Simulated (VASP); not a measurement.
Input of a VASP 6.6.1 run:

POSCAR

```
InP3
1.0
    3.6863930733      2.1283400332      3.2163518151
   -3.6863930733      2.1283400332      3.2163518151
    0.0000000000     -4.2566800665      3.2163518151
In P
2 6
Direct
    0.2742247569      0.2742247569      0.2742247569
    0.7257752431      0.7257752431      0.7257752431
    0.7943546297      0.2418354977      0.7943546297
    0.7943546297      0.7943546297      0.2418354977
    0.2418354977      0.7943546297      0.7943546297
    0.2056453703      0.7581645023      0.2056453703
    0.7581645023      0.2056453703      0.2056453703
    0.2056453703      0.2056453703      0.7581645023
```

File INCAR.step1:

```
SYSTEM = InP3
PREC     = Accurate       ! precision mode
ENCUT    = 520            ! plane-wave cutoff, eV
ISMEAR   = 0              ! smearing method
SIGMA    = 0.1            ! smearing width, eV
LREAL    = .False.        ! projectors in reciprocal space
LASPH    = .True.         ! aspherical terms in the spheres
NELM     = 60             ! most SCF steps
NBANDS   = 38             ! bands
GGA      = PE             ! functional
ALGO     = Normal         ! electronic algorithm
EDIFF    = 1E-4           ! SCF threshold, eV
LWAVE    = .True.         ! write WAVECAR
LCHARG   = .False.        ! write CHGCAR
```

INCAR.step2

```
SYSTEM = InP3
PREC     = Accurate       ! precision mode
ENCUT    = 520            ! plane-wave cutoff, eV
EDIFF    = 1E-6           ! SCF threshold, eV
ISMEAR   = 0              ! smearing method
SIGMA    = 0.1            ! smearing width, eV
LREAL    = .False.        ! projectors in reciprocal space
LASPH    = .True.         ! aspherical terms in the spheres
NELM     = 60             ! most SCF steps
ALGO     = Normal         ! electronic algorithm
ISIF     = 2              ! what is computed and relaxed
LWAVE    = .False.        ! write WAVECAR
LCHARG   = .False.        ! write CHGCAR
METAGGA  = R2SCAN         ! meta-GGA
LMIXTAU  = .True.       
NBANDS   = 38             ! bands
ISTART   = 1
```

KPOINTS

```
Automatic mesh
0
Gamma
  6 6 6
  0 0 0
```

Potentials or basis: VASP PAW PBE potentials, release 64 (In_d, P).

Launch:

```sh
$ cat potpaw_PBE.64/In_d/POTCAR potpaw_PBE.64/P/POTCAR > POTCAR
$ cp INCAR.step1 INCAR
$ mpirun -np 1 vasp_std > vasp.out
$ cp INCAR.step2 INCAR
$ mpirun -np 1 vasp_std > vasp.out
```

(1) Estimate the largest force.

(2) What does it give for the pressure?

(3) What does it give for the band gap on the k mesh?

## Answers

(1) 0.105 eV/Å.

(2) 4.6 GPa.

(3) zero (bands 28 and 29 overlap by 0.23 eV).

Caveat: the cell stands under pressure; semilocal functionals underestimate gaps, and a narrow one can read as zero; the PAW data sets were made with another functional, which shifts forces and pressure a little; spin-orbit coupling is left out, which moves the levels of the heavy elements.
